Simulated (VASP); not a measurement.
# TaN (I4mm) in VASP: a series of runs, part 3 of 3

VASP 6.6.1.

### 6 Single point, LDA

This run uses another cell than the first one, of 10.80 Å³/atom, 1.025 times its volume.

File INCAR:

```
SYSTEM = TaN
PREC     = Accurate       ! precision mode
ENCUT    = 520            ! plane-wave cutoff, eV
EDIFF    = 1E-6           ! SCF threshold, eV
ISMEAR   = 0              ! smearing method
SIGMA    = 0.15           ! smearing width, eV
LREAL    = .False.        ! projectors in reciprocal space
LASPH    = .True.         ! aspherical terms in the spheres
NELM     = 60             ! most SCF steps
ALGO     = Normal         ! electronic algorithm
ISIF     = 2              ! what is computed and relaxed
LWAVE    = .False.        ! write WAVECAR
LCHARG   = .False.        ! write CHGCAR
GGA      = CA             ! functional
NBANDS   = 15             ! bands
```

File KPOINTS:

```
Automatic mesh
0
Gamma
  18 18 18
  0 0 0
```

File POSCAR:

```
TaN
1.0
    0.0000000000      2.2101387059      2.2101387059
    2.2101387059      0.0000000000      2.2101387059
    2.2101387059      2.2101387059      0.0000000000
Ta N
1 1
Direct
    0.4956556505      0.5043443495      0.5043443495
    0.0561219980     -0.0561219980     -0.0561219980
```

Potentials or basis: VASP PAW LDA potentials, release 64 (Ta_pv, N).

On the command line:

```
> cat potpaw_LDA.64/Ta_pv/POTCAR potpaw_LDA.64/N/POTCAR > POTCAR
> mpirun -np 1 vasp_std > vasp.out
```

OUTCAR:

```text
SYSTEM = TaN
   PREC = Accurate
   ENCUT = 520
   EDIFF = 1E-6
   ISMEAR = 0
   LREAL = .False.
   LASPH = .True.
   NELM = 60
   ISIF = 2
   GGA = CA

 ion  position               nearest neighbor table
   1  0.496  0.504  0.504-   2 1.94   2 2.23   2 2.23   2 2.23   2 2.23   2 2.48
   2  0.056  0.944  0.944-   1 1.94   1 2.23   1 2.23   1 2.23   1 2.23   1 2.48

  LATTYP: Found a face centered cubic cell.
 ALAT       =     4.4202774118

  Lattice vectors:

 A1 = (   0.0000000000,   2.2101387059,   2.2101387059)
 A2 = (   2.2101387059,   0.0000000000,   2.2101387059)
 A3 = (   2.2101387059,   2.2101387059,   0.0000000000)

Analysis of symmetry for initial positions (statically):
=====================================================================
 Subroutine PRICEL returns:
 Original cell was already a primitive cell.

 Routine SETGRP: Setting up the symmetry group for a
 face centered cubic supercell.

 Subroutine GETGRP returns: Found  8 space group operations
 (whereof  8 operations were pure point group operations)
 out of a pool of 48 trial point group operations.

The static configuration has the point symmetry C_4v.

Analysis of symmetry for dynamics (positions and initial velocities):
=====================================================================
 Subroutine PRICEL returns:
 Original cell was already a primitive cell.

 Routine SETGRP: Setting up the symmetry group for a
 face centered cubic supercell.

 Subroutine GETGRP returns: Found  8 space group operations
 (whereof  8 operations were pure point group operations)
 out of a pool of 48 trial point group operations.

The dynamic configuration has the point symmetry C_4v.

 Subroutine INISYM returns: Found  8 space group operations
 (whereof  8 operations are pure point group operations),
 and found     1 'primitive' translations

----------------------------------------------------------------------------------------

                                     Primitive cell

  volume of cell :      21.5918

  direct lattice vectors                    reciprocal lattice vectors
     0.000000000  2.210138706  2.210138706    -0.226230145  0.226230145  0.226230145
     2.210138706  0.000000000  2.210138706     0.226230145 -0.226230145  0.226230145
     2.210138706  2.210138706  0.000000000     0.226230145  0.226230145 -0.226230145

  length of vectors
     3.125608133  3.125608133  3.125608133     0.391842105  0.391842105  0.391842105

  position of ions in fractional coordinates (direct lattice)
     0.495655650  0.504344350  0.504344350
     0.056121998  0.943878002  0.943878002

  ion indices of the primitive-cell ions
   primitive index   ion index
                 1           1
                 2           2

----------------------------------------------------------------------------------------

 KPOINTS: Automatic mesh

Automatic generation of k-mesh.
 Grid dimensions read from file:
 generate k-points for:   18   18   18

 Generating k-lattice:

  Cartesian coordinates                     Fractional coordinates (reciprocal lattice)
    -0.012568341  0.012568341  0.012568341     0.055555556  0.000000000  0.000000000
     0.012568341 -0.012568341  0.012568341     0.000000000  0.055555556  0.000000000
     0.012568341  0.012568341 -0.012568341     0.000000000  0.000000000  0.055555556

  Length of vectors
     0.021769006  0.021769006  0.021769006

  Shift w.r.t. Gamma in fractional coordinates (k-lattice)
     0.000000000  0.000000000  0.000000000

 Subroutine IBZKPT returns following result:
 ===========================================

 Found    480 irreducible k-points:

 Following reciprocal coordinates:
            Coordinates               Weight
  0.000000  0.000000  0.000000      1.000000
  0.055556  0.000000  0.000000      8.000000
  0.111111  0.000000  0.000000      8.000000
  0.166667  0.000000  0.000000      8.000000
  0.222222  0.000000  0.000000      8.000000
  0.277778  0.000000  0.000000      8.000000
[... 16 lines left out ...]
  0.388889  0.055556  0.000000     16.000000
  0.000000  0.388889  0.055556      8.000000
 [... further k-points ...]
   k-points           NKPTS =    480   k-points in BZ     NKDIM =    480   number of bands    NBANDS=     15
   number of dos      NEDOS =    301   number of ions     NIONS =      2
   total plane-waves  NPLWV =  13824
   dimension x,y,z NGX =    24 NGY =   24 NGZ =   24
   dimension x,y,z NGXF=    48 NGYF=   48 NGZF=   48
   ions per type =               1   1
   NGX,Y,Z   is equivalent  to a cutoff of  12.77, 12.77, 12.77 a.u.
   NGXF,Y,Z  is equivalent  to a cutoff of  25.53, 25.53, 25.53 a.u.
 SYSTEM =  TaN
   PREC   = accura    normal or accurate (medium, high low for compatibility)
   ISTART =      0    job   : 0-new  1-cont  2-samecut
   ICHARG =      2    charge: 1-file 2-atom 10-const
   ISPIN  =      1    spin polarized calculation?
   LNONCOLLINEAR =      F non collinear calculations
   LSORBIT =      F    spin-orbit coupling
   LASPH  =      T    aspherical Exc in radial PAW
   ENCUT  =  520.0 eV  38.22 Ry    6.18 a.u.   5.81  5.81  5.81*2*pi/ulx,y,z
   NELM   =     60;   NELMIN=  2; NELMDL= -5     # of ELM steps
   EDIFF  = 0.1E-05   stopping-criterion for ELM
   LREAL  =      F    real-space projection
   EDIFFG = 0.1E-04   stopping-criterion for IOM
   NSW    =      0    number of steps for IOM
   IBRION =     -1    ionic relax: 0-MD 1-quasi-New 2-CG
   NFREE  =      0    steps in history (QN), initial steepest desc. (CG)
   ISIF   =      2    stress and relaxation
   ISYM   =      2    0-nonsym 1-usesym 2-fastsym
   POTIM  = 0.5000    time-step for ionic-motion
   TEBEG  =    0.0;   TEEND  =   0.0 temperature during run
   PSTRESS=    0.0 pullay stress
   NELECT =      16.0000    total number of electrons
   NUPDOWN=      -1.0000    fix difference up-down
   EMIN   =  10.00;   EMAX   =-10.00  energy-range for DOS
   EFERMI =   0.00;   METHOD = LEGACY
   ISMEAR =     0;   SIGMA  =   0.15  broadening in eV -4-tet -1-fermi 0-gaus
   EFERMI_NEDOS =   21; number of points for ismear=-14 and -15
   IALGO  =     38    algorithm
   IMIX   =      4    mixing-type and parameters
     AMIX     =   0.40;   BMIX     =  1.00
     AMIX_MAG =   1.60;   BMIX_MAG =  1.00
  volume/ion in A,a.u.               =      10.80        72.85
  Fermi-wavevector in a.u.,A,eV,Ry     =   1.481444  2.799524 29.860392  2.194677
  Thomas-Fermi vector in A             =   2.595354
   LORBIT       =      0    0 simple, 1 ext, 2 COOP (PROOUT), +10 PAW based schemes
   GGA     = CA    functional components
   LHFCALC =     F    Hartree Fock is set to
   AEXX    =    0.0000 exact exchange contribution
   IVDW    =     0    specifies the selected vdW correction
   LEPSILON=     F    determine dielectric tensor
   LRPA    =     F    only Hartree local field effects (RPA)
 non-spin polarized calculation
 Gauss-broadening in eV      SIGMA  =   0.15
  energy-cutoff  :      520.00
  volume of cell :       21.59
 maximum number of plane-waves:       594
   NGX = 11   NGY = 11   NGZ = 11

 number of electron      16.0000000 magnetization

 Free energy of the ion-electron system (eV)
  ---------------------------------------------------
  ext. energy  EPLUGINS =         0.00000000
  ---------------------------------------------------
  free energy    TOTEN  =       -23.80677003 eV

  energy without entropy =      -23.79612583  energy(sigma->0) =      -23.80144793

 E-fermi :   9.0970     XC(G=0): -13.5489

 val. band max:        9.0920361005   @ k =   0.0000   0.3889   0.0556
 cond. band min:       9.0993041314   @ k =   0.1111  -0.2778   0.3889
 fundamental gap:      0.0072680309
 Fermi energy:         9.0969713389

 k-point     1 :       0.0000    0.0000    0.0000
  band No.  band energies     occupation
      1     -26.3588      2.00000
      2     -26.2503      2.00000
      3     -26.2503      2.00000
      4      -9.2710      2.00000
      5       4.2787      2.00000
      6       4.2787      2.00000
      7       4.3174      2.00000
      8       7.2216      2.00000
      9       8.5424      2.00000
     10       8.5424      2.00000
     11       9.3003      0.05525
     12      10.5456      0.00000
     13      11.0772      0.00000
     14      18.4963      0.00000
     15      20.7299      0.00000
[... 397 lines left out ...]
 k-point    24 :       0.0000    0.3889    0.0556
  band No.  band energies     occupation
      1     -27.0140      2.00000
      2     -26.3851      2.00000
      3     -26.3397      2.00000
      4      -6.9578      2.00000
      5      -0.1616      2.00000
      6       2.1637      2.00000
      7       2.2300      2.00000
      8       9.0920      1.03711
      9      10.3452      0.00000
     10      10.6308      0.00000
     11      13.5736      0.00000
     12      14.5328      0.00000
     13      16.8346      0.00000
     14      20.5904      0.00000
     15      20.8400      0.00000

 [... further k-points ...]
[... 5 lines left out ...]
  --------------------------------------------------------------------------------------
  -------------------------------------------------------------------------------------
  Total        2.5556243     -1.8523823     -1.8523823     -0.0000000      0.0000000     -0.0000000
  in kB      189.6352225   -137.4524956   -137.4524956     -0.0000000      0.0000000     -0.0000000
  external PRESSURE =     -28.4232562 kB  Pullay stress =       0.0000000 kB

 VOLUME and BASIS-vectors are now :
 -----------------------------------------------------------------------------
  energy-cutoff  :      520.00
  volume of cell :       21.59
      direct lattice vectors                 reciprocal lattice vectors
     0.000000000  2.210138706  2.210138706    -0.226230145  0.226230145  0.226230145
     2.210138706  0.000000000  2.210138706     0.226230145 -0.226230145  0.226230145
     2.210138706  2.210138706  0.000000000     0.226230145  0.226230145 -0.226230145

 POSITION                                       TOTAL-FORCE (eV/Angst)
 -----------------------------------------------------------------------------------
      2.22934      2.21014      2.21014        -2.766995      0.000000      0.000000
      4.17220      2.21014      2.21014         2.766995      0.000000      0.000000
 -----------------------------------------------------------------------------------
    total drift:                                0.000109     -0.000000     -0.000000

  FREE ENERGIE OF THE ION-ELECTRON SYSTEM (eV)
  ---------------------------------------------------
  free  energy   TOTEN  =       -23.8067700327 eV

  energy  without entropy=      -23.7961258325  energy(sigma->0) =      -23.80144793
```

Wall time 37 s (1 thread of Intel Xeon 6975P-C (Granite Rapids), shared host); peak memory 0.26 GiB.

Results:

| Quantity | Value |
| --- | --- |
| Free energy | -23.8068 eV |
| Pressure | -2.8 GPa |
| Largest force | 2.767 eV/Å |
| Band gap on the k mesh | zero (band 8 reaches 10.66 eV, above the bottom of band 9 at 7.76 eV) |

Forces on the atoms (eV/Å):
```
Ta  -2.767  0.000  0.000
N    2.767  0.000  0.000
```

Stress tensor (GPa, compression positive):
```
 18.96   0.00   0.00
  0.00 -13.75   0.00
  0.00   0.00 -13.75
```

Levels at points of the mesh, in eV from the Fermi level:
```csv
k point,band 6,band 7,band 8,band 9,band 10,band 11
"(0.00, 0.00, 0.00)",-4.82,-4.78,-1.88,-0.55,-0.55,0.20
"(0.50, 0.00, 0.00)",-7.31,-7.20,1.56,1.94,2.11,3.77
"(0.50, 0.50, 0.00)",-6.45,-4.72,-2.57,2.68,3.56,3.63
"(0.00, 0.50, 0.50)",-5.21,-4.48,-4.48,2.27,3.29,3.55
```

Caveat: spin-orbit coupling is left out, which moves the levels of the heavy elements; forces of over 1 eV/Å act on the atoms, so gaps and moduli don't describe the material at rest.
